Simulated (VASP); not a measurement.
A run of VASP 6.6.1 is set up as follows.

Contents of POSCAR:

```
Se
1.0
   -1.7034486149      1.7034486149      1.7034486149
    1.7034486149     -1.7034486149      1.7034486149
    1.7034486149      1.7034486149     -1.7034486149
Se
1
Direct
    0.0000000000      0.0000000000      0.0000000000
```

File INCAR.step1:

```
SYSTEM = Se
PREC     = Accurate       ! precision mode
ENCUT    = 600            ! plane-wave cutoff, eV
ISMEAR   = 0              ! smearing method
SIGMA    = 0.1            ! smearing width, eV
LREAL    = .False.        ! projectors in reciprocal space
LASPH    = .True.         ! aspherical terms in the spheres
NELM     = 100            ! most SCF steps
GGA      = PE             ! functional
ALGO     = Normal         ! electronic algorithm
EDIFF    = 1E-4           ! SCF threshold, eV
LWAVE    = .True.         ! write WAVECAR
LCHARG   = .False.        ! write CHGCAR
```

The input INCAR.step2:

```
SYSTEM = Se
PREC     = Accurate       ! precision mode
ENCUT    = 600            ! plane-wave cutoff, eV
EDIFF    = 1E-7           ! SCF threshold, eV
ISMEAR   = 0              ! smearing method
SIGMA    = 0.1            ! smearing width, eV
LREAL    = .False.        ! projectors in reciprocal space
LASPH    = .True.         ! aspherical terms in the spheres
NELM     = 100            ! most SCF steps
ALGO     = Normal         ! electronic algorithm
ISIF     = 3              ! what is computed and relaxed
LWAVE    = .False.        ! write WAVECAR
LCHARG   = .False.        ! write CHGCAR
METAGGA  = R2SCAN         ! meta-GGA
LMIXTAU  = .True.       
IBRION   = 2              ! ionic algorithm
NSW      = 100            ! ionic steps
EDIFFG   = -0.005         ! ionic threshold
ISTART   = 1
```

KPOINTS

```
Automatic mesh
0
Gamma
  18 18 18
  0 0 0
```

Potentials or basis: VASP PAW PBE potentials, release 64 (Se).

The run is started by

```console
$ cat potpaw_PBE.64/Se/POTCAR > POTCAR
$ cp INCAR.step1 INCAR
$ mpirun -np 1 vasp_std > vasp.out
$ cp INCAR.step2 INCAR
$ mpirun -np 1 vasp_std > vasp.out
```

Question: What does it give for the band gap on the k mesh?

Answer: Zero (band 3 reaches 8.46 eV, above the bottom of band 4 at 1.90 eV).

Question: Estimate the relaxed volume.

Answer: 20.21 Å³/atom.

Question: What does it give for the relaxed cell?

Answer: a = 2.972 Å, b = 2.972 Å, c = 2.972 Å, α = 109.47°, β = 109.47°, γ = 109.47°.

Question: Predict the space group after relaxing (to 0.05 Å).

Answer: Im-3m (No. 229).

Final structure:
```
Se
1.0
    -1.71607    1.71607    1.71607
     1.71607   -1.71607    1.71607
     1.71607    1.71607   -1.71607
Se
1
Direct
  0.00000 0.00000 0.00000
```

Caveat: the PAW data sets were made with another functional, which shifts forces and pressure a little.
